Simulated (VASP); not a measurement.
# Ag (I4/mmm) in VASP: further runs

Runs on Ag. Level: PBEsol. Tasks: single point.

Everything below comes from runs of VASP 6.6.1. Logs are shortened: lines on timing, memory, paths and dates and some standing lists are left out, and cuts for length are marked.

## 1. The cell of the first run

It takes space group I4/mmm (No. 139, tetragonal). Conventional cell: a = 2.658 Å, b = 2.658 Å, c = 4.413 Å, α = 90.00°, β = 90.00°, γ = 90.00°. Ag (site symmetry 4/mmm) has 12 Ag at 2.66 to 2.90 Å within 3.5 Å.

## 2. Single point, PBEsol (strain -0.080 along x and y, +0.080 along z)

INCAR

```
SYSTEM = Ag
  ALGO = Fast
  EDIFF = 1E-7
  ENCUT = 520
  GGA = PS
  ISIF = 2
  ISMEAR = 0
  LASPH = .TRUE.
  LCHARG = .FALSE.
  LREAL = .FALSE.
  LWAVE = .FALSE.
  NBANDS = 12
  NELM = 80
  PREC = Accurate
  SIGMA = 0.15
```

KPOINTS

```
k-points
0
G
  20 20 20
  0 0 0
```

POSCAR

```
Ag
1.0
    0.0000000000      1.8796520000      2.2065480000
    1.8796520000      0.0000000000      2.2065480000
    1.8796520000      1.8796520000      0.0000000000
Ag
1
Direct
    0.0000000000      0.0000000000      0.0000000000
```

Potentials or basis: VASP PAW PBE potentials, release 64 (Ag).

Command:

```sh
$ cat potpaw_PBE.64/Ag/POTCAR > POTCAR
$ mpirun -np 1 vasp_std > vasp.out
```

OUTCAR:

```text
SYSTEM = Ag
   EDIFF = 1E-7
   ENCUT = 520
   GGA = PS
   ISIF = 2
   ISMEAR = 0
   LASPH = .TRUE.
   LREAL = .FALSE.
   NELM = 80
   PREC = Accurate

 ion  position               nearest neighbor table
   1  0.000  0.000  0.000-

  LATTYP: Found a body centered tetragonal cell.
 ALAT       =     2.6582293509
 C/A-ratio  =     1.6601637471

  Lattice vectors:

 A1 = (  -1.8796520000,   0.0000000000,   2.2065480000)
 A2 = (   1.8796520000,   0.0000000000,   2.2065480000)
 A3 = (   0.0000000000,   1.8796520000,  -2.2065480000)

Analysis of symmetry for initial positions (statically):
=====================================================================
 Subroutine PRICEL returns:
 Original cell was already a primitive cell.

 Routine SETGRP: Setting up the symmetry group for a
 body centered tetragonal supercell.

 Subroutine GETGRP returns: Found 16 space group operations
 (whereof 16 operations were pure point group operations)
 out of a pool of 16 trial point group operations.

The static configuration has the point symmetry D_4h.

Analysis of symmetry for dynamics (positions and initial velocities):
=====================================================================
 Subroutine PRICEL returns:
 Original cell was already a primitive cell.

 Routine SETGRP: Setting up the symmetry group for a
 body centered tetragonal supercell.

 Subroutine GETGRP returns: Found 16 space group operations
 (whereof 16 operations were pure point group operations)
 out of a pool of 16 trial point group operations.

The dynamic configuration has the point symmetry D_4h.

 Subroutine INISYM returns: Found 16 space group operations
 (whereof 16 operations are pure point group operations),
 and found     1 'primitive' translations

----------------------------------------------------------------------------------------

                                     Primitive cell

  volume of cell :      15.5919

  direct lattice vectors                    reciprocal lattice vectors
     0.000000000  1.879652000  2.206548000    -0.266006686  0.266006686  0.226598288
     1.879652000  0.000000000  2.206548000     0.266006686 -0.266006686  0.226598288
     1.879652000  1.879652000  0.000000000     0.266006686  0.266006686 -0.226598288

  length of vectors
     2.898610998  2.898610998  2.658229351     0.439165002  0.439165002  0.439165002

  position of ions in fractional coordinates (direct lattice)
     0.000000000  0.000000000  0.000000000

  ion indices of the primitive-cell ions
   primitive index   ion index
                 1           1

----------------------------------------------------------------------------------------

 KPOINTS: k-points

Automatic generation of k-mesh.
 Grid dimensions read from file:
 generate k-points for:   20   20   20

 Generating k-lattice:

  Cartesian coordinates                     Fractional coordinates (reciprocal lattice)
    -0.013300334  0.013300334  0.011329914     0.050000000  0.000000000  0.000000000
     0.013300334 -0.013300334  0.011329914     0.000000000  0.050000000  0.000000000
     0.013300334  0.013300334 -0.011329914     0.000000000  0.000000000  0.050000000

  Length of vectors
     0.021958250  0.021958250  0.021958250

  Shift w.r.t. Gamma in fractional coordinates (k-lattice)
     0.000000000  0.000000000  0.000000000

 Subroutine IBZKPT returns following result:
 ===========================================

 Found    641 irreducible k-points:

 Following reciprocal coordinates:
            Coordinates               Weight
  0.000000  0.000000  0.000000      1.000000
  0.050000  0.000000  0.000000      8.000000
  0.100000  0.000000  0.000000      8.000000
  0.150000 -0.000000  0.000000      8.000000
  0.200000  0.000000  0.000000      8.000000
  0.250000 -0.000000  0.000000      8.000000
[... 16 lines left out ...]
 -0.400000  0.050000  0.000000      8.000000
 -0.350000  0.050000  0.000000      8.000000
 [... further k-points ...]
   k-points           NKPTS =    641   k-points in BZ     NKDIM =    641   number of bands    NBANDS=     12
   number of dos      NEDOS =    301   number of ions     NIONS =      1
   total plane-waves  NPLWV =  11520
   dimension x,y,z NGX =    24 NGY =   24 NGZ =   20
   dimension x,y,z NGXF=    48 NGYF=   48 NGZF=   40
   ions per type =               1
   NGX,Y,Z   is equivalent  to a cutoff of  13.76, 13.76, 12.51 a.u.
   NGXF,Y,Z  is equivalent  to a cutoff of  27.53, 27.53, 25.02 a.u.
 SYSTEM =  Ag
   PREC   = accura    normal or accurate (medium, high low for compatibility)
   ISTART =      0    job   : 0-new  1-cont  2-samecut
   ICHARG =      2    charge: 1-file 2-atom 10-const
   ISPIN  =      1    spin polarized calculation?
   LNONCOLLINEAR =      F non collinear calculations
   LSORBIT =      F    spin-orbit coupling
   LASPH  =      T    aspherical Exc in radial PAW
   ENCUT  =  520.0 eV  38.22 Ry    6.18 a.u.   5.39  5.39  4.94*2*pi/ulx,y,z
   NELM   =     80;   NELMIN=  2; NELMDL= -5     # of ELM steps
   EDIFF  = 0.1E-06   stopping-criterion for ELM
   LREAL  =      F    real-space projection
   EDIFFG = 0.1E-05   stopping-criterion for IOM
   NSW    =      0    number of steps for IOM
   IBRION =     -1    ionic relax: 0-MD 1-quasi-New 2-CG
   NFREE  =      0    steps in history (QN), initial steepest desc. (CG)
   ISIF   =      2    stress and relaxation
   ISYM   =      2    0-nonsym 1-usesym 2-fastsym
   POTIM  = 0.5000    time-step for ionic-motion
   TEBEG  =    0.0;   TEEND  =   0.0 temperature during run
   PSTRESS=    0.0 pullay stress
   NELECT =      11.0000    total number of electrons
   NUPDOWN=      -1.0000    fix difference up-down
   EMIN   =  10.00;   EMAX   =-10.00  energy-range for DOS
   EFERMI =   0.00;   METHOD = LEGACY
   ISMEAR =     0;   SIGMA  =   0.15  broadening in eV -4-tet -1-fermi 0-gaus
   EFERMI_NEDOS =   21; number of points for ismear=-14 and -15
   IALGO  =     68    algorithm
   IMIX   =      4    mixing-type and parameters
     AMIX     =   0.40;   BMIX     =  1.00
     AMIX_MAG =   1.60;   BMIX_MAG =  1.00
  volume/ion in A,a.u.               =      15.59       105.22
  Fermi-wavevector in a.u.,A,eV,Ry     =   1.457381  2.754050 28.898204  2.123958
  Thomas-Fermi vector in A             =   2.574189
   LORBIT       =      0    0 simple, 1 ext, 2 COOP (PROOUT), +10 PAW based schemes
   GGA     = PS    functional components
   LHFCALC =     F    Hartree Fock is set to
   AEXX    =    0.0000 exact exchange contribution
   IVDW    =     0    specifies the selected vdW correction
   LEPSILON=     F    determine dielectric tensor
   LRPA    =     F    only Hartree local field effects (RPA)
 non-spin polarized calculation
 RMM-DIIS sequential band-by-band and
 Gauss-broadening in eV      SIGMA  =   0.15
  energy-cutoff  :      520.00
  volume of cell :       15.59
 maximum number of plane-waves:       430
 NGX is ok and might be reduce to    24
   NGX = 11   NGY = 11   NGZ =  9

 number of electron      10.9999999 magnetization

 Free energy of the ion-electron system (eV)
  ---------------------------------------------------
  ext. energy  EPLUGINS =         0.00000000
  ---------------------------------------------------
  free energy    TOTEN  =        -3.22331094 eV

  energy without entropy =       -3.22028585  energy(sigma->0) =       -3.22179840

 E-fermi :   9.6255     XC(G=0): -12.9498

 val. band max:        9.5924278597   @ k =  -0.4500   0.1000   0.0500
 cond. band min:       9.6470913627   @ k =   0.5000   0.1500   0.3500
 fundamental gap:      0.0546635029
 Fermi energy:         9.6254600692

 k-point     1 :       0.0000    0.0000    0.0000
  band No.  band energies     occupation
      1       1.0298      2.00000
      2       3.6071      2.00000
      3       4.8874      2.00000
      4       4.9033      2.00000
      5       4.9033      2.00000
      6       6.2212      2.00000
      7      26.0874      0.00000
      8      27.9257      0.00000
      9      30.7208      0.00000
     10      30.7208      0.00000
     11      34.6247      0.00000
     12      36.0378      0.00000

 k-point     2 :       0.0500    0.0000    0.0000
  band No.  band energies     occupation
      1       1.1154      2.00000
      2       3.6318      2.00000
      3       4.8615      2.00000
      4       4.9101      2.00000
      5       4.9259      2.00000
      6       6.1974      2.00000
      7      26.1181      0.00000
      8      27.8635      0.00000
      9      30.1127      0.00000
     10      30.7782      0.00000
     11      34.3198      0.00000
     12      35.4911      0.00000

 k-point     3 :       0.1000    0.0000    0.0000
  band No.  band energies     occupation
      1       1.3643      2.00000
      2       3.7016      2.00000
      3       4.7592      2.00000
      4       4.9711      2.00000
      5       4.9896      2.00000
      6       6.1318      2.00000
      7      26.0682      0.00000
      8      27.4253      0.00000
      9      29.3325      0.00000
     10      30.9322      0.00000
     11      32.8912      0.00000
     12      36.1204      0.00000
[... 286 lines left out ...]
 k-point    23 :      -0.4000    0.0500    0.0000
  band No.  band energies     occupation
      1       2.6504      2.00000
      2       3.8871      2.00000
      3       4.9709      2.00000
      4       6.2449      2.00000
      5       6.3090      2.00000
      6       8.2667      2.00000
      7      15.1313      0.00000
      8      23.4092      0.00000
      9      28.2209      0.00000
     10      30.9203      0.00000
     11      31.7523      0.00000
     12      35.5250      0.00000

 k-point    24 :      -0.3500    0.0500    0.0000
  band No.  band energies     occupation
      1       2.7159      2.00000
      2       3.9425      2.00000
      3       5.0372      2.00000
      4       5.9253      2.00000
      5       6.1085      2.00000
      6       7.3033      2.00000
      7      16.7899      0.00000
      8      23.8304      0.00000
      9      28.5888      0.00000
     10      31.5519      0.00000
     11      31.7016      0.00000
     12      35.3076      0.00000

 [... further k-points ...]

------------------------ aborting loop because EDIFF is reached ----------------------------------------

  FORCE on cell =-STRESS in cart. coord.  units (eV):
  Direction    XX          YY          ZZ          XY          YZ          ZX
  --------------------------------------------------------------------------------------
  -------------------------------------------------------------------------------------
  Total        1.4922114      1.4922114      0.1666131      0.0000000     -0.0000000      0.0000000
  in kB      153.3354853    153.3354853     17.1206939      0.0000000     -0.0000000      0.0000000
  external PRESSURE =     107.9305549 kB  Pullay stress =       0.0000000 kB

 VOLUME and BASIS-vectors are now :
 -----------------------------------------------------------------------------
  energy-cutoff  :      520.00
  volume of cell :       15.59
      direct lattice vectors                 reciprocal lattice vectors
     0.000000000  1.879652000  2.206548000    -0.266006686  0.266006686  0.226598288
     1.879652000  0.000000000  2.206548000     0.266006686 -0.266006686  0.226598288
     1.879652000  1.879652000  0.000000000     0.266006686  0.266006686 -0.226598288

 POSITION                                       TOTAL-FORCE (eV/Angst)
 -----------------------------------------------------------------------------------
      0.00000      0.00000      0.00000         0.000000      0.000000      0.000000
 -----------------------------------------------------------------------------------
    total drift:                                0.000000      0.000000     -0.000000

  FREE ENERGIE OF THE ION-ELECTRON SYSTEM (eV)
  ---------------------------------------------------
  free  energy   TOTEN  =        -3.2233109393 eV

  energy  without entropy=       -3.2202858518  energy(sigma->0) =       -3.22179840
```

Run time: 37 s. Hardware: 1 thread of Intel Xeon 6975P-C (Granite Rapids), shared host; peak memory 0.23 GiB.

Results:

```
Free energy            : -3.2233 eV
Pressure               : 10.8 GPa
Band gap on the k mesh : zero (an odd number of electrons rules out a gap without spin polarisation)
```

Stress tensor (GPa, compression positive):
```
15.33  0.00  0.00
 0.00 15.33  0.00
 0.00  0.00  1.71
```

Caveat: the cell differs from its parent crystal (strain -0.080 along x and y, +0.080 along z); the cell stands under pressure; the PAW data sets were made with another functional, which shifts forces and pressure a little.

## 3. Single point, PBEsol (strain +0.000 along x and y, -0.080 along z)

INCAR

```
SYSTEM = Ag
PREC = Accurate ; ENCUT = 520
EDIFF = 1E-6 ; ISMEAR = 0
SIGMA = 0.15 ; LREAL = .FALSE.
LASPH = .TRUE. ; NELM = 100
ALGO = Normal ; ISIF = 2
LWAVE = .FALSE. ; LCHARG = .TRUE.
GGA = PS ; LELF = .TRUE.
LVHAR = .TRUE. ; NBANDS = 12
```

KPOINTS

```
Automatic mesh
0
G
  20 20 20
  0 0 0
```

POSCAR

```
Ag
1.0
    0.0000000000      2.0431000000      1.8796520000
    2.0431000000      0.0000000000      1.8796520000
    2.0431000000      2.0431000000      0.0000000000
Ag
1
Direct
    0.0000000000      0.0000000000      0.0000000000
```

Potentials or basis: VASP PAW PBE potentials, release 64 (Ag).

Command:

```sh
$ cat potpaw_PBE.64/Ag/POTCAR > POTCAR
$ mpirun -np 1 vasp_std > vasp.out
```

Wall time 30 s (1 thread of Intel Xeon 6975P-C (Granite Rapids), shared host); peak memory 0.24 GiB.

Results (log left out):

| Property | Result |
| --- | --- |
| Free energy | -3.2802 eV |
| Pressure | 8.3 GPa |
| Band gap on the k mesh | zero (an odd number of electrons rules out a gap without spin polarisation) |

Stress tensor (GPa, compression positive):
```
 7.29  0.00  0.00
 0.00  7.29  0.00
 0.00  0.00 10.33
```

Levels at points of the mesh, in eV from the Fermi level:
| k point | band 4 | band 5 | band 6 | band 7 | band 8 | band 9 |
| --- | --- | --- | --- | --- | --- | --- |
| (0.00, 0.00, 0.00) | -4.73 | -4.23 | -3.64 | 16.23 | 19.71 | 19.71 |
| (0.50, 0.00, 0.00) | -3.13 | -2.84 | -0.70 | 4.09 | 15.10 | 17.71 |
| (0.50, 0.50, 0.00) | -2.72 | -2.72 | 2.54 | 8.87 | 9.99 | 9.99 |
| (0.50, 0.00, 0.50) | -2.97 | -2.57 | 0.95 | 6.67 | 11.45 | 11.73 |

Caveat: the cell differs from its parent crystal (strain +0.000 along x and y, -0.080 along z); the cell stands under pressure; the PAW data sets were made with another functional, which shifts forces and pressure a little.

## 4. Single point, PBEsol (strain -0.040 along x and y, +0.080 along z)

INCAR

```
PREC = Accurate
ENCUT = 520
EDIFF = 1E-6
ISMEAR = 0
SIGMA = 0.15
LREAL = False
LASPH = True
NELM = 80
ALGO = Normal
ISIF = 2
LWAVE = False
LCHARG = True
GGA = PS
LELF = True
LVHAR = True
NBANDS = 12
```

KPOINTS

```
Automatic mesh
0
Gamma
  20 20 20
```

POSCAR

```
Ag
1.0
    0.0000000000      1.9613760000      2.2065480000
    1.9613760000      0.0000000000      2.2065480000
    1.9613760000      1.9613760000      0.0000000000
Ag
1
Direct
    0.0000000000      0.0000000000      0.0000000000
```

Command:

```sh
$ cat potpaw_PBE.64/Ag/POTCAR > POTCAR
$ mpirun -np 1 vasp_std > vasp.out
```

Run time: 31 s. Hardware: 1 thread of Intel Xeon 6975P-C (Granite Rapids), shared host; peak memory 0.24 GiB.

It converged, with:

* Free energy: -3.2856 eV
* Pressure: -1.7 GPa
* Band gap on the k mesh: zero (an odd number of electrons rules out a gap without spin polarisation)

Stress tensor (GPa, compression positive):
```
 0.41  0.00  0.00
 0.00  0.41  0.00
 0.00  0.00 -5.99
```

Levels at points of the mesh, in eV from the Fermi level:
| k point | band 3 | band 4 | band 5 | band 6 | band 7 | band 8 | band 9 | band 10 |
| --- | --- | --- | --- | --- | --- | --- | --- | --- |
| (0.00, 0.00, 0.00) | -4.52 | -4.52 | -4.23 | -3.39 | 16.16 | 18.50 | 20.09 | 20.09 |
| (0.50, 0.00, 0.00) | -4.50 | -3.10 | -2.84 | -0.47 | 3.64 | 14.20 | 17.66 | 19.30 |
| (0.50, 0.50, 0.00) | -2.94 | -2.81 | -2.81 | 0.29 | 4.87 | 12.06 | 12.06 | 18.53 |
| (0.50, 0.00, 0.50) | -3.07 | -3.06 | -2.43 | 2.22 | 7.72 | 9.97 | 10.05 | 16.60 |

Caveat: the cell differs from its parent crystal (strain -0.040 along x and y, +0.080 along z); the PAW data sets were made with another functional, which shifts forces and pressure a little.

## 5. Summary

| cell | gap on the mesh (eV) | pressure (GPa) |
| --- | --- | --- |
| a = 2.899, b = 2.899, c = 2.658 Å, angles 62.7, 62.7, 54.6°, 1 atom | none | 10.8 |
| a = 2.776, b = 2.776, c = 2.889 Å, angles 58.6, 58.6, 62.7°, 1 atom | none | 8.3 |
| a = 2.952, b = 2.952, c = 2.774 Å, angles 62.0, 62.0, 56.0°, 1 atom | none | -1.7 |

Alike in all rows: task single point; level PBEsol; potentials or basis VASP PAW PBE potentials, release 64 (Ag); no spin polarisation; k mesh 20 × 20 × 20; cutoff (eV) 520; smearing gaussian 0.15 eV.

Caveats: the PAW data sets were made with another functional, which shifts forces and pressure a little; the cell stands under pressure (at least some runs).

Absolute energies hang on the potentials; compare differences alone.
